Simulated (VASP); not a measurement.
# PbS (Galena) (Fm-3m) in VASP: notebook, part 2 of 3

VASP 6.6.1. The steps go on from the part before.

### 3 Single point, RPBE

Input file INCAR:

```
  ALGO = Normal
  EDIFF = 1E-6
  ENCUT = 520
  GGA = RP
  ISIF = 2
  ISMEAR = -1
  LASPH = True
  LCHARG = True
  LELF = True
  LREAL = False
  LVHAR = True
  LWAVE = False
  NBANDS = 17
  NELM = 60
  PREC = Accurate
  SIGMA = 0.05
```

Input file KPOINTS:

```
k-points
0
Gamma
  8 8 8
```

Input file POSCAR:

```
PbS
1.0
    0.0000000000      2.9657500000      2.9657500000
    2.9657500000      0.0000000000      2.9657500000
    2.9657500000      2.9657500000      0.0000000000
Pb S
1 1
Direct
    0.0000000000      0.0000000000      0.0000000000
    0.5000000000      0.5000000000      0.5000000000
```

Potentials or basis: VASP PAW PBE potentials, release 64 (Pb_d, S).

Started as:

```
$ cat potpaw_PBE.64/Pb_d/POTCAR potpaw_PBE.64/S/POTCAR > POTCAR
$ mpirun -np 1 vasp_std > vasp.out
```

OUTCAR:

```text
EDIFF = 1E-6
   ENCUT = 520
   GGA = RP
   ISIF = 2
   ISMEAR = -1
   LASPH = True
   LREAL = False
   NELM = 60
   PREC = Accurate

 ion  position               nearest neighbor table
   1  0.000  0.000  0.000-   2 2.97   2 2.97   2 2.97   2 2.97   2 2.97   2 2.97
   2  0.500  0.500  0.500-   1 2.97   1 2.97   1 2.97   1 2.97   1 2.97   1 2.97

  LATTYP: Found a face centered cubic cell.
 ALAT       =     5.9315000000

  Lattice vectors:

 A1 = (   0.0000000000,   2.9657500000,   2.9657500000)
 A2 = (   2.9657500000,   0.0000000000,   2.9657500000)
 A3 = (   2.9657500000,   2.9657500000,   0.0000000000)

Analysis of symmetry for initial positions (statically):
=====================================================================
 Subroutine PRICEL returns:
 Original cell was already a primitive cell.

 Routine SETGRP: Setting up the symmetry group for a
 face centered cubic supercell.

 Subroutine GETGRP returns: Found 48 space group operations
[... 9 lines left out ...]

 Routine SETGRP: Setting up the symmetry group for a
 face centered cubic supercell.

 Subroutine GETGRP returns: Found 48 space group operations
[... 11 lines left out ...]
                                     Primitive cell

  volume of cell :      52.1715

  direct lattice vectors                    reciprocal lattice vectors
     0.000000000  2.965750000  2.965750000    -0.168591419  0.168591419  0.168591419
     2.965750000  0.000000000  2.965750000     0.168591419 -0.168591419  0.168591419
     2.965750000  2.965750000  0.000000000     0.168591419  0.168591419 -0.168591419

  length of vectors
     4.194203873  4.194203873  4.194203873     0.292008903  0.292008903  0.292008903

  position of ions in fractional coordinates (direct lattice)
     0.000000000  0.000000000  0.000000000
     0.500000000  0.500000000  0.500000000

  ion indices of the primitive-cell ions
   primitive index   ion index
                 1           1
                 2           2

----------------------------------------------------------------------------------------

 KPOINTS: k-points

Automatic generation of k-mesh.
 Grid dimensions read from file:
 generate k-points for:    8    8    8

 Generating k-lattice:

  Cartesian coordinates                     Fractional coordinates (reciprocal lattice)
    -0.021073927  0.021073927  0.021073927     0.125000000  0.000000000  0.000000000
     0.021073927 -0.021073927  0.021073927     0.000000000  0.125000000  0.000000000
     0.021073927  0.021073927 -0.021073927     0.000000000  0.000000000  0.125000000

  Length of vectors
     0.036501113  0.036501113  0.036501113

  Shift w.r.t. Gamma in fractional coordinates (k-lattice)
     0.000000000  0.000000000  0.000000000

 Subroutine IBZKPT returns following result:
 ===========================================

 Found     29 irreducible k-points:

 Following reciprocal coordinates:
            Coordinates               Weight
  0.000000  0.000000  0.000000      1.000000
  0.125000  0.000000  0.000000      8.000000
  0.250000  0.000000  0.000000      8.000000
  0.375000  0.000000  0.000000      8.000000
  0.500000  0.000000  0.000000      4.000000
  0.125000  0.125000  0.000000      6.000000
[... 16 lines left out ...]
  0.500000  0.250000  0.125000     48.000000
 -0.375000  0.250000  0.125000     24.000000
 [... further k-points ...]
   k-points           NKPTS =     29   k-points in BZ     NKDIM =     29   number of bands    NBANDS=     17
   number of dos      NEDOS =    301   number of ions     NIONS =      2
   total plane-waves  NPLWV =  32768
   dimension x,y,z NGX =    32 NGY =   32 NGZ =   32
   dimension x,y,z NGXF=    64 NGYF=   64 NGZF=   64
   ions per type =               1   1
   NGX,Y,Z   is equivalent  to a cutoff of  12.68, 12.68, 12.68 a.u.
   NGXF,Y,Z  is equivalent  to a cutoff of  25.37, 25.37, 25.37 a.u.
 SYSTEM =  unknown system
   PREC   = accura    normal or accurate (medium, high low for compatibility)
   ISTART =      0    job   : 0-new  1-cont  2-samecut
   ICHARG =      2    charge: 1-file 2-atom 10-const
   ISPIN  =      1    spin polarized calculation?
   LNONCOLLINEAR =      F non collinear calculations
   LSORBIT =      F    spin-orbit coupling
   LASPH  =      T    aspherical Exc in radial PAW
   ENCUT  =  520.0 eV  38.22 Ry    6.18 a.u.   7.80  7.80  7.80*2*pi/ulx,y,z
   NELM   =     60;   NELMIN=  2; NELMDL= -5     # of ELM steps
   EDIFF  = 0.1E-05   stopping-criterion for ELM
   LREAL  =      F    real-space projection
   EDIFFG = 0.1E-04   stopping-criterion for IOM
   NSW    =      0    number of steps for IOM
   IBRION =     -1    ionic relax: 0-MD 1-quasi-New 2-CG
   NFREE  =      0    steps in history (QN), initial steepest desc. (CG)
   ISIF   =      2    stress and relaxation
   ISYM   =      2    0-nonsym 1-usesym 2-fastsym
   POTIM  = 0.5000    time-step for ionic-motion
   TEBEG  =    0.0;   TEEND  =   0.0 temperature during run
   PSTRESS=    0.0 pullay stress
   NELECT =      20.0000    total number of electrons
   NUPDOWN=      -1.0000    fix difference up-down
   EMIN   =  10.00;   EMAX   =-10.00  energy-range for DOS
   EFERMI =   0.00;   METHOD = LEGACY
   ISMEAR =    -1;   SIGMA  =   0.05  broadening in eV -4-tet -1-fermi 0-gaus
   EFERMI_NEDOS =   21; number of points for ismear=-14 and -15
   IALGO  =     38    algorithm
   IMIX   =      4    mixing-type and parameters
     AMIX     =   0.40;   BMIX     =  1.00
     AMIX_MAG =   1.60;   BMIX_MAG =  1.00
  volume/ion in A,a.u.               =      26.09       176.04
  Fermi-wavevector in a.u.,A,eV,Ry     =   1.189251  2.247359 19.242973  1.414319
  Thomas-Fermi vector in A             =   2.325363
   LORBIT       =      0    0 simple, 1 ext, 2 COOP (PROOUT), +10 PAW based schemes
   GGA     = RP    functional components
   LHFCALC =     F    Hartree Fock is set to
   AEXX    =    0.0000 exact exchange contribution
   IVDW    =     0    specifies the selected vdW correction
   LEPSILON=     F    determine dielectric tensor
   LRPA    =     F    only Hartree local field effects (RPA)
 non-spin polarized calculation
  energy-cutoff  :      520.00
  volume of cell :       52.17
 maximum number of plane-waves:      1424
   NGX = 15   NGY = 15   NGZ = 15

 number of electron      19.9999998 magnetization

 Free energy of the ion-electron system (eV)
  ---------------------------------------------------
  ext. energy  EPLUGINS =         0.00000000
  ---------------------------------------------------
  free energy    TOTEN  =        -8.06005361 eV

  energy without entropy =       -8.05996703  energy(sigma->0) =       -8.06001032

 E-fermi :   6.1771     XC(G=0):  -9.5164

 val. band max:        5.9466711912   @ k =   0.5000   0.0000   0.0000
 cond. band min:       6.4075268362   @ k =   0.5000   0.0000   0.0000
 fundamental gap:      0.4608556450
 Fermi energy:         6.1771027939

 k-point     1 :       0.0000    0.0000    0.0000
  band No.  band energies     occupation
      1     -10.9519      2.00000
      2     -10.9519      2.00000
      3     -10.9519      2.00000
      4     -10.9308      2.00000
      5     -10.9308      2.00000
      6      -7.6457      2.00000
[... 9 lines left out ...]
     16      12.7163      0.00000
     17      14.7836      0.00000

 k-point     2 :       0.1250    0.0000    0.0000
  band No.  band energies     occupation
      1     -10.9512      2.00000
      2     -10.9486      2.00000
      3     -10.9486      2.00000
      4     -10.9321      2.00000
      5     -10.9321      2.00000
      6      -7.5135      2.00000
[... 9 lines left out ...]
     16      13.0849      0.00000
     17      15.9472      0.00000

 k-point     3 :       0.2500    0.0000    0.0000
  band No.  band energies     occupation
      1     -10.9522      2.00000
      2     -10.9522      2.00000
      3     -10.9497      2.00000
      4     -10.9233      2.00000
      5     -10.9233      2.00000
      6      -7.1468      2.00000
[... 392 lines left out ...]
 k-point    23 :       0.5000    0.2500    0.1250
  band No.  band energies     occupation
      1     -10.9937      2.00000
      2     -10.9487      2.00000
      3     -10.9422      2.00000
      4     -10.9181      2.00000
      5     -10.9065      2.00000
      6      -6.4068      2.00000
[... 9 lines left out ...]
     16      16.2695      0.00000
     17      17.2962      0.00000

 k-point    24 :      -0.3750    0.2500    0.1250
  band No.  band energies     occupation
      1     -10.9994      2.00000
      2     -10.9499      2.00000
      3     -10.9348      2.00000
      4     -10.9230      2.00000
      5     -10.9022      2.00000
      6      -6.1938      2.00000
[... 9 lines left out ...]
     16      16.8678      0.00000
     17      17.1989      0.00000

 [... further k-points ...]

------------------------ aborting loop because EDIFF is reached ----------------------------------------

  FORCE on cell =-STRESS in cart. coord.  units (eV):
  Direction    XX          YY          ZZ          XY          YZ          ZX
  --------------------------------------------------------------------------------------
  -------------------------------------------------------------------------------------
  Total        1.3352578      1.3352578      1.3352578      0.0000000     -0.0000000      0.0000000
  in kB       41.0054993     41.0054993     41.0054993      0.0000000     -0.0000000      0.0000000
  external PRESSURE =      41.0054993 kB  Pullay stress =       0.0000000 kB

 VOLUME and BASIS-vectors are now :
 -----------------------------------------------------------------------------
  energy-cutoff  :      520.00
  volume of cell :       52.17
      direct lattice vectors                 reciprocal lattice vectors
     0.000000000  2.965750000  2.965750000    -0.168591419  0.168591419  0.168591419
     2.965750000  0.000000000  2.965750000     0.168591419 -0.168591419  0.168591419
     2.965750000  2.965750000  0.000000000     0.168591419  0.168591419 -0.168591419

 POSITION                                       TOTAL-FORCE (eV/Angst)
 -----------------------------------------------------------------------------------
      0.00000      0.00000      0.00000         0.000000     -0.000000     -0.000000
      2.96575      2.96575      2.96575        -0.000000      0.000000      0.000000
 -----------------------------------------------------------------------------------
    total drift:                                0.000000     -0.000000     -0.000000

  FREE ENERGIE OF THE ION-ELECTRON SYSTEM (eV)
  ---------------------------------------------------
  free  energy   TOTEN  =        -8.0600536081 eV

  energy  without entropy=       -8.0599670274  energy(sigma->0) =       -8.06001032
```

OSZICAR:

```text
N       E                     dE             d eps       ncg     rms          rms(c)
DAV:   1     0.159206849803E+03    0.15921E+03   -0.97926E+03   986   0.124E+03
DAV:   2     0.380959816492E+01   -0.15540E+03   -0.15038E+03  1048   0.313E+02
DAV:   3    -0.823799645501E+01   -0.12048E+02   -0.11940E+02  1290   0.916E+01
DAV:   4    -0.852926225270E+01   -0.29127E+00   -0.29101E+00  1266   0.157E+01
DAV:   5    -0.853995039133E+01   -0.10688E-01   -0.10687E-01  1471   0.292E+00    0.516E+00
DAV:   6    -0.804754320920E+01    0.49241E+00   -0.13521E+00  1566   0.779E+00    0.380E+00
DAV:   7    -0.805158946187E+01   -0.40463E-02   -0.16989E-01  1162   0.207E+00    0.215E+00
DAV:   8    -0.805991239736E+01   -0.83229E-02   -0.22045E-02  1149   0.158E+00    0.240E-01
DAV:   9    -0.805965217649E+01    0.26022E-03   -0.41229E-03  1510   0.580E-01    0.979E-02
DAV:  10    -0.805999858105E+01   -0.34640E-03   -0.66698E-04  1125   0.147E-01    0.656E-02
DAV:  11    -0.806004945799E+01   -0.50877E-04   -0.18414E-04  1277   0.132E-01    0.357E-02
DAV:  12    -0.806005342189E+01   -0.39639E-05   -0.12348E-05  1244   0.269E-02    0.621E-03
DAV:  13    -0.806005360813E+01   -0.18625E-06   -0.43480E-07  1043   0.409E-03
   1 F= -.80600536E+01 E0= -.80600103E+01  d E =-.865807E-04
```

Wall time 9.3 s (1 thread of Intel Xeon 6975P-C (Granite Rapids), shared host); peak memory 0.18 GiB.

Results:

```yaml
Free_energy: -8.0601 eV
Pressure: 4.1 GPa
Band_gap_on_the_k_mesh: 0.46 eV, direct
```

Levels at points of the mesh, in eV from the valence-band top:
```csv
k point,band 6,band 7,band 8,band 9,band 10,band 11,band 12,band 13,band 14,band 15
"(0.00, 0.00, 0.00)",-13.59,-6.00,-2.19,-2.19,-2.19,5.27,5.27,5.27,6.77,6.77
"(0.50, 0.00, 0.00)",-12.36,-8.82,-1.80,-1.80,0.00,0.46,2.01,2.01,8.81,10.11
"(0.50, 0.50, 0.00)",-11.94,-7.17,-5.17,-3.44,-3.44,3.96,5.64,5.74,5.74,11.13
```

Caveat: the PAW data sets were made with another functional, which shifts forces and pressure a little; spin-orbit coupling is left out, which moves the levels of the heavy elements. A k mesh can miss the band edges.

### 4 Single point, revPBE

Input file INCAR:

```
ALGO = Normal ; EDIFF = 1E-7
ENCUT = 520 ; GGA = RE
ISIF = 2 ; ISMEAR = -1
LASPH = True ; LCHARG = False
LREAL = False ; LWAVE = False
NBANDS = 17 ; NELM = 80
PREC = Accurate ; SIGMA = 0.05
```

KPOINTS is that of step 3.

POSCAR is that of step 3.

Started as:

```
$ cat potpaw_PBE.64/Pb_d/POTCAR potpaw_PBE.64/S/POTCAR > POTCAR
$ mpirun -np 1 vasp_std > vasp.out
```

Run time: 10 s. Hardware: 1 thread of Intel Xeon 6975P-C (Granite Rapids), shared host; peak memory 0.18 GiB.

It converged, with:

| Item | Value |
| --- | --- |
| Free energy | -8.1474 eV |
| Pressure | 3.6 GPa |
| Band gap on the k mesh | 0.43 eV, direct |

Levels at points of the mesh, in eV from the valence-band top:
| k point | band 8 | band 9 | band 10 | band 11 | band 12 | band 13 |
| --- | --- | --- | --- | --- | --- | --- |
| (0.00, 0.00, 0.00) | -2.18 | -2.18 | -2.18 | 5.25 | 5.25 | 5.25 |
| (0.50, 0.00, 0.00) | -1.79 | -1.79 | 0.00 | 0.43 | 2.00 | 2.00 |
| (0.50, 0.50, 0.00) | -5.18 | -3.44 | -3.44 | 3.93 | 5.63 | 5.72 |

Caveat: the PAW data sets were made with another functional, which shifts forces and pressure a little; spin-orbit coupling is left out, which moves the levels of the heavy elements. A k mesh can miss the band edges.

[end of part 2 of 3]
